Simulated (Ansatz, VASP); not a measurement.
# VSi2: VASP beside Ansatz

File INCAR:

```
SYSTEM = VSi2
PREC = Accurate
ENCUT = 600
EDIFF = 1E-6
ISMEAR = 0
SIGMA = 0.1
LREAL = .False.
LASPH = .True.
NELM = 100
ALGO = Normal
ISIF = 3
LWAVE = .False.
LCHARG = .False.
GGA = PE
IBRION = 2
NSW = 80
EDIFFG = -0.01
```

KPOINTS

```
Automatic mesh
0
Gamma
  18 18 18
  0 0 0
```

File POSCAR:

```
VSi2
1.0
   -1.6055699706      1.6055699706      3.9295257316
    1.6055699706     -1.6055699706      3.9295257316
    1.6055699706      1.6055699706     -3.9295257316
Si V
2 1
Direct
    0.3350991393      0.3350991393      0.0000000000
    0.6649008607      0.6649008607      0.0000000000
    0.0000000000      0.0000000000      0.0000000000
```

Input for Ansatz:

```yaml
crystal:
  lattice:
    - [-1.6055699706, 1.6055699706, 3.9295257316]
    - [1.6055699706, -1.6055699706, 3.9295257316]
    - [1.6055699706, 1.6055699706, -3.9295257316]
  atoms:
    - { symbol: Si, position: [0.3350991393, 0.3350991393, 0.0] }
    - { symbol: Si, position: [0.6649008607, 0.6649008607, 0.0] }
    - { symbol: V, position: [0.0, 0.0, 0.0] }
basis:
  ecutwfc: 420
kpoints:
  mp_grid: { grid: [18, 18, 18] }
hamiltonian:
  xc: pbe
scf:
  occupations: { method: gaussian, width: 0.1 }
output:
  forces: true
  stress: true
  eigenvalues: true
relax:
  adjacent_minimum: "off"
  f_tol: 0.01
  max_steps: 60
  cell: { stress_tol: 0.1 }
```

Alike in both runs: task relaxation of cell and atoms; functional PBE; k mesh 18 × 18 × 18; occupations gaussian, width 0.1 eV; no spin polarisation.

|  | VASP | Ansatz |
| --- | --- | --- |
| version | VASP 6.6.1 | Ansatz 0.2.0 |
| potentials or method | VASP PAW PBE potentials, release 64 (Si, V_sv), cutoff 600 eV | scalar-relativistic, plane waves, PAW |
| valence electrons in the cell | 21 | 21 |

|  | VASP | Ansatz | Ansatz less VASP |
| --- | --- | --- | --- |
| gap on the k mesh at the Fermi level, each at its own relaxed structure (eV) | none | none | - |
| relaxed volume (Å³/atom) | 12.84 | 12.84 | -0.001 |
| relaxed cell length with the largest relative difference (Å) | 4.492 | 4.492 | +0.0001 |

A gap of «none» marks a metal or a gap that the smearing closes.
